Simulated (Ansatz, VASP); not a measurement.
# Ga5As2P3: VASP beside Ansatz

INCAR

```
SYSTEM = Ga5As2P3
PREC = Accurate
ENCUT = 520
EDIFF = 1E-6
ISMEAR = 0
SIGMA = 0.1
LREAL = .False.
LASPH = .True.
NELM = 60
ALGO = Normal
ISIF = 2
LWAVE = .False.
LCHARG = .False.
GGA = PE
NBANDS = 56
```

Contents of KPOINTS:

```
Automatic mesh
0
Gamma
  6 6 6
  0 0 0
```

POSCAR

```
Ga5As2P3
1.0
   -1.9212573500      1.9212573500     13.5853410000
    1.9212573500     -1.9212573500     13.5853410000
    1.9212573500      1.9212573500    -13.5853410000
Ga P As
5 3 2
Direct
    0.9000000000      0.9000000000      0.0000000000
    0.5000000000      0.5000000000      0.0000000000
    0.1000000000      0.1000000000      0.0000000000
    0.7000000000      0.7000000000      0.0000000000
    0.3000000000      0.3000000000      0.0000000000
    0.5500000000      0.0500000000      0.5000000000
    0.7500000000      0.2500000000      0.5000000000
    0.9500000000      0.4500000000      0.5000000000
    0.1500000000      0.6500000000      0.5000000000
    0.3500000000      0.8500000000      0.5000000000
```

Input for Ansatz:

```yaml
crystal:
  lattice:
    - [-1.92125735, 1.92125735, 13.585341]
    - [1.92125735, -1.92125735, 13.585341]
    - [1.92125735, 1.92125735, -13.585341]
  atoms:
    - { symbol: Ga, position: [0.9, 0.9, 0.0] }
    - { symbol: Ga, position: [0.5, 0.5, 0.0] }
    - { symbol: Ga, position: [0.1, 0.1, 0.0] }
    - { symbol: Ga, position: [0.7, 0.7, 0.0] }
    - { symbol: Ga, position: [0.3, 0.3, 0.0] }
    - { symbol: P, position: [0.55, 0.05, 0.5] }
    - { symbol: P, position: [0.75, 0.25, 0.5] }
    - { symbol: P, position: [0.95, 0.45, 0.5] }
    - { symbol: As, position: [0.15, 0.65, 0.5] }
    - { symbol: As, position: [0.35, 0.85, 0.5] }
basis:
  ecutwfc: 420
kpoints:
  mp_grid: { grid: [6, 6, 6] }
hamiltonian:
  xc: pbe
scf:
  occupations: { method: gaussian, width: 0.1 }
  lower_state_search: "off"
output:
  forces: true
  stress: true
  eigenvalues: true
```

Alike in both runs: task single point; functional PBE; k mesh 6 × 6 × 6; occupations gaussian, width 0.1 eV; no spin polarisation.

|  | VASP | Ansatz |
| --- | --- | --- |
| version | VASP 6.6.1 | Ansatz 0.2.0 |
| potentials or method | VASP PAW PBE potentials, release 64 (Ga_d, P, As), cutoff 520 eV | scalar-relativistic, plane waves, PAW |
| valence electrons in the cell | 90 | 110 |

|  | VASP | Ansatz | Ansatz less VASP |
| --- | --- | --- | --- |
| gap on the k mesh at the Fermi level (eV) | 1.42 | 1.43 | +0.004 |
| least direct gap on the mesh (eV) | 1.43 | 1.44 | +0.004 |
| pressure (GPa) | 8.1 | 8.0 | -0.11 |
| traceless stress, the component that is largest in VASP (GPa) | -0.16 | -0.16 | +0.001 |
| rms of the force components (eV/Å) | 0.333 | 0.324 | -0.0094 |

Atom by atom the forces differ by 0.009 eV/Å (rms over components). VASP's potentials hold 90 valence electrons a cell and Ansatz's 110, so a difference there can come from the potentials and not from the codes.
